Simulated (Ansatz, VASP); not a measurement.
**One calculation of Ti, two programs**

Contents of INCAR:

```
  PREC = Accurate
  ENCUT = 500
  EDIFF = 1E-7
  ISMEAR = 0
  SIGMA = 0.1
  LREAL = F
  LASPH = T
  NELM = 120
  ALGO = Normal
  ISIF = 3
  LWAVE = F
  LCHARG = F
  GGA = PS
  IBRION = 2
  NSW = 100
  EDIFFG = -0.002
  GGA_COMPAT = F
  NELMIN = 4
```

File KPOINTS:

```
Automatic mesh
0
Gamma
  18 18 18
```

Contents of POSCAR:

```
Ti
1.0
   -1.6410000000      1.6410000000      1.6410000000
    1.6410000000     -1.6410000000      1.6410000000
    1.6410000000      1.6410000000     -1.6410000000
Ti
1
Direct
    0.0000000000      0.0000000000      0.0000000000
```

Input for Ansatz:

```yaml
crystal:
  lattice:
    - [-1.641, 1.641, 1.641]
    - [1.641, -1.641, 1.641]
    - [1.641, 1.641, -1.641]
  atoms:
    - { symbol: Ti, position: [0.0, 0.0, 0.0] }
basis:
  ecutwfc: 420
kpoints:
  mp_grid: { grid: [18, 18, 18] }
hamiltonian:
  xc: pbesol
  pseudopotentials: { kind: paw }
scf:
  occupations: { method: gaussian, width: 0.1 }
output:
  forces: true
  stress: true
  eigenvalues: true
relax:
  adjacent_minimum: "off"
  f_tol: 0.002
  max_steps: 80
  cell: { stress_tol: 0.02 }
```

Alike in both runs: task relaxation of cell and atoms; functional PBEsol; k mesh 18 × 18 × 18; occupations gaussian, width 0.1 eV; no spin polarisation.

|  | VASP | Ansatz |
| --- | --- | --- |
| version | VASP 6.6.1 | Ansatz 0.2.0 |
| potentials or method | VASP PAW PBE potentials, release 64 (Ti_sv), cutoff 500 eV | scalar-relativistic, plane waves, PAW |
| valence electrons in the cell | 12 | 12 |

|  | VASP | Ansatz | Ansatz less VASP |
| --- | --- | --- | --- |
| gap on the k mesh at the Fermi level, each at its own relaxed structure (eV) | none | none | - |
| relaxed volume (Å³/atom) | 16.50 | 16.54 | +0.039 |
| relaxed cell length with the largest relative difference (Å) | 2.778 | 2.780 | +0.0022 |

VASP's potentials were made for PBE, not for PBEsol. A gap of «none» marks a metal or a gap that the smearing closes.
